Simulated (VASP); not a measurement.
# ZnO (P6_3mc) in VASP: single point with r2SCAN

Aim: the single point of ZnO with r2SCAN.

Program: VASP 6.6.1. These are calculated values, not measurements. Logs are shortened: lines on timing, memory, paths and dates and some standing lists are left out, and cuts for length are marked.

## 1. The cell of the first run

The structure is hexagonal, space group P6_3mc (No. 186). Conventional cell: a = 3.230 Å, b = 3.230 Å, c = 5.214 Å, α = 90.00°, β = 90.00°, γ = 120.00°. Zn (site symmetry 3m) has 4 O at 1.97 to 1.98 Å within 2.6 Å. Within 2.6 Å of O (site symmetry 3m) lie 4 Zn at 1.97 to 1.98 Å.

## 2. Single point, r2SCAN

POSCAR reads:

```
ZnO
1.0
    3.2300572048      0.0000000000      0.0000000000
   -1.6150286024      2.7973115950      0.0000000000
    0.0000000000      0.0000000000      5.2141142705
Zn O
2 2
Direct
    0.3333333333      0.6666666667      0.5000326396
    0.6666666667      0.3333333333      0.0000326396
    0.6666666667      0.3333333333      0.3789773604
    0.3333333333      0.6666666667      0.8789773604
```

INCAR.step1 reads:

```
SYSTEM = ZnO
PREC = Accurate
ENCUT = 910
ISMEAR = 0
SIGMA = 0.02
LREAL = .FALSE.
LASPH = .TRUE.
NELM = 120
NBANDS = 26
GGA = PE
ALGO = Normal
EDIFF = 1E-5
LWAVE = .TRUE.
LCHARG = .FALSE.
GGA_COMPAT = .FALSE.
```

INCAR.step2 reads:

```
SYSTEM = ZnO
PREC = Accurate
ENCUT = 910
EDIFF = 1E-6
ISMEAR = 0
SIGMA = 0.02
LREAL = .FALSE.
LASPH = .TRUE.
NELM = 120
ALGO = Normal
ISIF = 2
LWAVE = .FALSE.
LCHARG = .FALSE.
METAGGA = R2SCAN
LMIXTAU = .TRUE.
NBANDS = 26
ISTART = 1
GGA_COMPAT = .FALSE.
```

KPOINTS reads:

```
regular mesh
0
G
  9 9 6
  0 0 0
```

Potentials or basis: VASP PAW PBE potentials, release 64 (Zn, O_h).

Launch:

```bash
$ cat potpaw_PBE.64/Zn/POTCAR potpaw_PBE.64/O_h/POTCAR > POTCAR
$ cp INCAR.step1 INCAR
$ mpirun -np 1 vasp_std > vasp.out
$ cp INCAR.step2 INCAR
$ mpirun -np 1 vasp_std > vasp.out
```

OUTCAR:

```text
SYSTEM = ZnO
   PREC = Accurate
   ENCUT = 910
   EDIFF = 1E-6
   ISMEAR = 0
   LREAL = .FALSE.
   LASPH = .TRUE.
   NELM = 120
   ISIF = 2
   METAGGA = R2SCAN
   ISTART = 1

 ion  position               nearest neighbor table
   1  0.333  0.667  0.500-   3 1.97   3 1.97   3 1.97   4 1.98
   2  0.667  0.333  0.000-   4 1.97   4 1.97   4 1.97   3 1.98
   3  0.667  0.333  0.379-   1 1.97   1 1.97   1 1.97   2 1.98
   4  0.333  0.667  0.879-   2 1.97   2 1.97   2 1.97   1 1.98

  LATTYP: Found a hexagonal cell.
 ALAT       =     3.2300572048
 C/A-ratio  =     1.6142482748

  Lattice vectors:

 A1 = (   3.2300572048,   0.0000000000,   0.0000000000)
 A2 = (  -1.6150286024,   2.7973115950,   0.0000000000)
 A3 = (   0.0000000000,   0.0000000000,   5.2141142705)

Analysis of symmetry for initial positions (statically):
=====================================================================
 Subroutine PRICEL returns:
 Original cell was already a primitive cell.

 Routine SETGRP: Setting up the symmetry group for a
 hexagonal supercell.

 Subroutine GETGRP returns: Found 12 space group operations
 (whereof  6 operations were pure point group operations)
 out of a pool of 24 trial point group operations.

The static configuration has the point symmetry C_3v.
 The point group associated with its full space group is C_6v.

Analysis of symmetry for dynamics (positions and initial velocities):
=====================================================================
 Subroutine PRICEL returns:
 Original cell was already a primitive cell.

 Routine SETGRP: Setting up the symmetry group for a
 hexagonal supercell.

 Subroutine GETGRP returns: Found 12 space group operations
 (whereof  6 operations were pure point group operations)
 out of a pool of 24 trial point group operations.

The dynamic configuration has the point symmetry C_3v.
 The point group associated with its full space group is C_6v.

 Subroutine INISYM returns: Found 12 space group operations
 (whereof  6 operations are pure point group operations),
 and found     1 'primitive' translations

----------------------------------------------------------------------------------------

                                     Primitive cell

  volume of cell :      47.1120

  direct lattice vectors                    reciprocal lattice vectors
     3.230057205  0.000000000  0.000000000     0.309592040  0.178743048  0.000000000
    -1.615028602  2.797311595  0.000000000     0.000000000  0.357486096  0.000000000
     0.000000000  0.000000000  5.214114270     0.000000000  0.000000000  0.191787128

  length of vectors
     3.230057205  3.230057205  5.214114270     0.357486095  0.357486096  0.191787128

  position of ions in fractional coordinates (direct lattice)
     0.333333333  0.666666667  0.500032640
     0.666666667  0.333333333  0.000032640
     0.666666667  0.333333333  0.378977360
     0.333333333  0.666666667  0.878977360

  ion indices of the primitive-cell ions
   primitive index   ion index
                 1           1
                 2           2
                 3           3
                 4           4

----------------------------------------------------------------------------------------

 KPOINTS: regular mesh

Automatic generation of k-mesh.
 Grid dimensions read from file:
 generate k-points for:    9    9    6

 Generating k-lattice:

  Cartesian coordinates                     Fractional coordinates (reciprocal lattice)
     0.034399116  0.019860339  0.000000000     0.111111111  0.000000000  0.000000000
     0.000000000  0.039720677  0.000000000     0.000000000  0.111111111  0.000000000
     0.000000000  0.000000000  0.031964521     0.000000000  0.000000000  0.166666667

  Length of vectors
     0.039720677  0.039720677  0.031964521

  Shift w.r.t. Gamma in fractional coordinates (k-lattice)
     0.000000000  0.000000000  0.000000000

 Subroutine IBZKPT returns following result:
 ===========================================

 Found     48 irreducible k-points:

 Following reciprocal coordinates:
            Coordinates               Weight
  0.000000  0.000000  0.000000      1.000000
  0.111111  0.000000  0.000000      6.000000
  0.222222  0.000000  0.000000      6.000000
  0.333333  0.000000  0.000000      6.000000
  0.444444  0.000000  0.000000      6.000000
  0.111111  0.111111  0.000000      6.000000
[... 16 lines left out ...]
  0.333333  0.222222  0.166667     24.000000
  0.333333  0.333333  0.166667      4.000000
 [... further k-points ...]
   k-points           NKPTS =     48   k-points in BZ     NKDIM =     48   number of bands    NBANDS=     26
   number of dos      NEDOS =    301   number of ions     NIONS =      4
   total plane-waves  NPLWV =  55296
   dimension x,y,z NGX =    32 NGY =   32 NGZ =   54
   dimension x,y,z NGXF=    64 NGYF=   64 NGZF=  108
   ions per type =               2   2
   NGX,Y,Z   is equivalent  to a cutoff of  16.47, 16.47, 17.22 a.u.
   NGXF,Y,Z  is equivalent  to a cutoff of  32.94, 32.94, 34.43 a.u.
 SYSTEM =  ZnO
   PREC   = accura    normal or accurate (medium, high low for compatibility)
   ISTART =      1    job   : 0-new  1-cont  2-samecut
   ICHARG =      0    charge: 1-file 2-atom 10-const
   ISPIN  =      1    spin polarized calculation?
   LNONCOLLINEAR =      F non collinear calculations
   LSORBIT =      F    spin-orbit coupling
   LASPH  =      T    aspherical Exc in radial PAW
   ENCUT  =  910.0 eV  66.88 Ry    8.18 a.u.   7.94  7.94 12.83*2*pi/ulx,y,z
   NELM   =    120;   NELMIN=  2; NELMDL=  0     # of ELM steps
   EDIFF  = 0.1E-05   stopping-criterion for ELM
   LREAL  =      F    real-space projection
   EDIFFG = 0.1E-04   stopping-criterion for IOM
   NSW    =      0    number of steps for IOM
   IBRION =     -1    ionic relax: 0-MD 1-quasi-New 2-CG
   NFREE  =      0    steps in history (QN), initial steepest desc. (CG)
   ISIF   =      2    stress and relaxation
   ISYM   =      2    0-nonsym 1-usesym 2-fastsym
   POTIM  = 0.5000    time-step for ionic-motion
   TEBEG  =    0.0;   TEEND  =   0.0 temperature during run
   PSTRESS=    0.0 pullay stress
   NELECT =      36.0000    total number of electrons
   NUPDOWN=      -1.0000    fix difference up-down
   EMIN   =  10.00;   EMAX   =-10.00  energy-range for DOS
   EFERMI =   0.00;   METHOD = LEGACY
   ISMEAR =     0;   SIGMA  =   0.02  broadening in eV -4-tet -1-fermi 0-gaus
   EFERMI_NEDOS =   21; number of points for ismear=-14 and -15
   IALGO  =     38    algorithm
   IMIX   =      4    mixing-type and parameters
     AMIX     =   0.40;   BMIX     =  1.00
     AMIX_MAG =   1.60;   BMIX_MAG =  1.00
  volume/ion in A,a.u.               =      11.78        79.48
  Fermi-wavevector in a.u.,A,eV,Ry     =   1.496690  2.828334 30.478143  2.240080
  Thomas-Fermi vector in A             =   2.608674
   LORBIT       =      0    0 simple, 1 ext, 2 COOP (PROOUT), +10 PAW based schemes
   METAGGA = R2SCAN    functional components
   LHFCALC =     F    Hartree Fock is set to
   AEXX    =    0.0000 exact exchange contribution
   IVDW    =     0    specifies the selected vdW correction
   LEPSILON=     F    determine dielectric tensor
   LRPA    =     F    only Hartree local field effects (RPA)
 non-spin polarized calculation
 Gauss-broadening in eV      SIGMA  =   0.02
  energy-cutoff  :      910.00
  volume of cell :       47.11
 maximum number of plane-waves:      2967
 NGX is ok and might be reduce to    32
   NGX = 15   NGY = 15   NGZ = 25

 number of electron      35.9999998 magnetization

 Free energy of the ion-electron system (eV)
  ---------------------------------------------------
  ext. energy  EPLUGINS =         0.00000000
  ---------------------------------------------------
  free energy    TOTEN  =       -36.33840019 eV

  energy without entropy =      -36.33840019  energy(sigma->0) =      -36.33840019

 E-fermi :   1.3850     XC(G=0): -11.7254

 val. band max:        1.2668557546   @ k =   0.0000   0.0000   0.0000
 cond. band min:       2.5047168830   @ k =   0.0000   0.0000   0.0000
 fundamental gap:      1.2378611284
 Fermi energy:         1.3850025270

 k-point     1 :       0.0000    0.0000    0.0000
  band No.  band energies     occupation
      1     -17.9029      2.00000
      2     -17.2063      2.00000
      3      -4.6008      2.00000
      4      -4.6008      2.00000
      5      -4.5547      2.00000
      6      -4.5158      2.00000
[... 18 lines left out ...]
     25      16.4326      0.00000
     26      16.4326      0.00000

 k-point     2 :       0.1111    0.0000    0.0000
  band No.  band energies     occupation
      1     -17.8371      2.00000
      2     -17.1770      2.00000
      3      -4.6756      2.00000
      4      -4.5599      2.00000
      5      -4.5124      2.00000
      6      -4.4416      2.00000
[... 18 lines left out ...]
     25      16.3779      0.00000
     26      16.5831      0.00000

 k-point     3 :       0.2222    0.0000    0.0000
  band No.  band energies     occupation
      1     -17.6619      2.00000
      2     -17.1067      2.00000
      3      -4.8195      2.00000
      4      -4.4942      2.00000
      5      -4.4629      2.00000
      6      -4.3526      2.00000
[... 18 lines left out ...]
     25      15.5220      0.00000
     26      16.4975      0.00000

 k-point     4 :       0.3333    0.0000    0.0000
  band No.  band energies     occupation
      1     -17.4400      2.00000
      2     -17.0411      2.00000
      3      -4.8950      2.00000
      4      -4.5363      2.00000
      5      -4.3717      2.00000
      6      -4.1686      2.00000
[... 18 lines left out ...]
     25      15.5551      0.00000
     26      16.3436      0.00000

 k-point     5 :       0.4444    0.0000    0.0000
  band No.  band energies     occupation
      1     -17.2664      2.00000
      2     -17.0221      2.00000
      3      -4.8432      2.00000
      4      -4.5887      2.00000
      5      -4.3269      2.00000
      6      -3.9756      2.00000
[... 18 lines left out ...]
     25      15.3151      0.00000
     26      16.5179      0.00000

 k-point     6 :       0.1111    0.1111    0.0000
  band No.  band energies     occupation
      1     -17.7165      2.00000
      2     -17.1272      2.00000
      3      -4.7493      2.00000
      4      -4.5585      2.00000
      5      -4.4507      2.00000
      6      -4.4002      2.00000
[... 427 lines left out ...]
 k-point    21 :       0.4444    0.1111    0.1667
  band No.  band energies     occupation
      1     -17.1992      2.00000
      2     -17.0351      2.00000
      3      -4.8041      2.00000
      4      -4.5921      2.00000
      5      -4.3223      2.00000
      6      -4.0142      2.00000
[... 18 lines left out ...]
     25      14.8521      0.00000
     26      16.1912      0.00000

 k-point    22 :       0.2222    0.2222    0.1667
  band No.  band energies     occupation
      1     -17.3105      2.00000
      2     -17.0412      2.00000
      3      -4.7119      2.00000
      4      -4.6470      2.00000
      5      -4.2860      2.00000
      6      -4.2196      2.00000
[... 18 lines left out ...]
     25      13.9381      0.00000
     26      17.2893      0.00000

 k-point    23 :       0.3333    0.2222    0.1667
  band No.  band energies     occupation
      1     -17.1682      2.00000
      2     -17.0353      2.00000
      3      -4.6677      2.00000
      4      -4.4513      2.00000
      5      -4.2856      2.00000
      6      -4.1044      2.00000
[... 18 lines left out ...]
     25      14.7318      0.00000
     26      16.3939      0.00000

 k-point    24 :       0.3333    0.3333    0.1667
  band No.  band energies     occupation
      1     -17.0765      2.00000
      2     -17.0765      2.00000
      3      -4.6056      2.00000
      4      -4.3134      2.00000
      5      -4.3134      2.00000
      6      -3.9824      2.00000
[... 18 lines left out ...]
     25      15.3797      0.00000
     26      16.6578      0.00000

 [... further k-points ...]

------------------------ aborting loop because EDIFF is reached ----------------------------------------

  FORCE on cell =-STRESS in cart. coord.  units (eV):
  Direction    XX          YY          ZZ          XY          YZ          ZX
  --------------------------------------------------------------------------------------
  -------------------------------------------------------------------------------------
  Total        0.3683795      0.3683795      0.3076431      0.0000000      0.0000000      0.0000000
  in kB       12.5277883     12.5277883     10.4622749      0.0000000      0.0000000      0.0000000
  external PRESSURE =      11.8392838 kB  Pullay stress =       0.0000000 kB

 VOLUME and BASIS-vectors are now :
 -----------------------------------------------------------------------------
  energy-cutoff  :      910.00
  volume of cell :       47.11
      direct lattice vectors                 reciprocal lattice vectors
     3.230057205  0.000000000  0.000000000     0.309592040  0.178743048  0.000000000
    -1.615028602  2.797311595  0.000000000     0.000000000  0.357486096  0.000000000
     0.000000000  0.000000000  5.214114270     0.000000000  0.000000000  0.191787128

 POSITION                                       TOTAL-FORCE (eV/Angst)
 -----------------------------------------------------------------------------------
     -0.00000      1.86487      2.60723        -0.000000     -0.000000     -0.002865
      1.61503      0.93244      0.00017         0.000000      0.000000     -0.002865
      1.61503      0.93244      1.97603        -0.000000     -0.000000      0.002865
     -0.00000      1.86487      4.58309         0.000000      0.000000      0.002865
 -----------------------------------------------------------------------------------
    total drift:                                0.000000     -0.000000      0.010580

  FREE ENERGIE OF THE ION-ELECTRON SYSTEM (eV)
  ---------------------------------------------------
  free  energy   TOTEN  =       -36.3384001890 eV

  energy  without entropy=      -36.3384001890  energy(sigma->0) =      -36.33840019
```

Run time: 3.8 min. Hardware: 1 thread of Intel Xeon 6975P-C (Granite Rapids), shared host; peak memory 0.3 GiB.

What came out:

| Property | Result |
| --- | --- |
| Free energy | -36.3384 eV |
| Pressure | 1.2 GPa |
| Band gap on the k mesh | 1.24 eV |

Forces on the atoms (eV/Å):
```
Zn   0.000  0.000 -0.003
Zn   0.000  0.000 -0.003
O    0.000  0.000  0.003
O    0.000  0.000  0.003
```

Stress tensor (GPa, compression positive):
```
1.25 0.00 0.00
0.00 1.25 0.00
0.00 0.00 1.05
```

Caveat: the cutoff is under 1.25 times the usual one of these potentials, so pressure, stress and relaxed cells hold a basis-set (Pulay) error; the PAW data sets were made with another functional, which shifts forces and pressure a little. r2SCAN opens gaps a little over a GGA but as a rule still falls short of measured ones.
